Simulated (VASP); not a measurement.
ZrOs:

```
Zr Os
1.0
     3.28223    0.00000    0.00000
     0.00000    3.28223    0.00000
     0.00000    0.00000    3.28223
Zr Os
1 1
Direct
  0.50000 0.50000 0.50000
  0.00000 0.00000 0.00000
```

* Program: VASP 6.6.1
* Task: relaxation of cell and atoms
* Functional: LDA
* Potentials or basis: VASP PAW LDA potentials, release 64 (Zr_sv, Os)
* Cutoff: 600 eV
* k mesh: 14 × 14 × 14
* Occupations: gaussian, width 0.1 eV
* Spin: no spin polarisation

At the start: pressure -10.6 GPa; volume 17.68 Å³/atom.

Task: How do energy, volume and symmetry change on relaxing?

Result: Over 7 steps the energy falls by 29.2 meV/atom and the volume is 16.83 Å³/atom (-4.8 %); space group Pm-3m (No. 221, to 0.05 Å).

The path:
| step | energy change (eV) | largest force (eV/Å) | pressure (GPa) | volume (Å³) |
| --- | --- | --- | --- | --- |
| 1 | 0.0000 | 0.0000 | -10.62 | 35.36 |
| 2 | 0.3727 | 0.0000 | 38.72 | 29.69 |
| 3 | -0.0583 | 0.0000 | -0.53 | 33.74 |
| 4 | -0.0585 | 0.0000 | -0.08 | 33.68 |
| 5 | -0.0585 | 0.0000 | 0.15 | 33.65 |
| 6 | -0.0584 | 0.0000 | -0.32 | 33.71 |
| 7 | -0.0585 | 0.0000 | 0.00 | 33.67 |

Final structure:
```cif
data_structure
_symmetry_space_group_name_H-M 'P 1'
_symmetry_Int_Tables_number 1
_cell_length_a 3.2290
_cell_length_b 3.2290
_cell_length_c 3.2290
_cell_angle_alpha 90.000
_cell_angle_beta 90.000
_cell_angle_gamma 90.000
_cell_volume 33.67
loop_
_atom_site_label
_atom_site_type_symbol
_atom_site_fract_x
_atom_site_fract_y
_atom_site_fract_z
_atom_site_occupancy
Zr1 Zr 0.50000 0.50000 0.50000 1
Os1 Os 0.00000 0.00000 0.00000 1
```
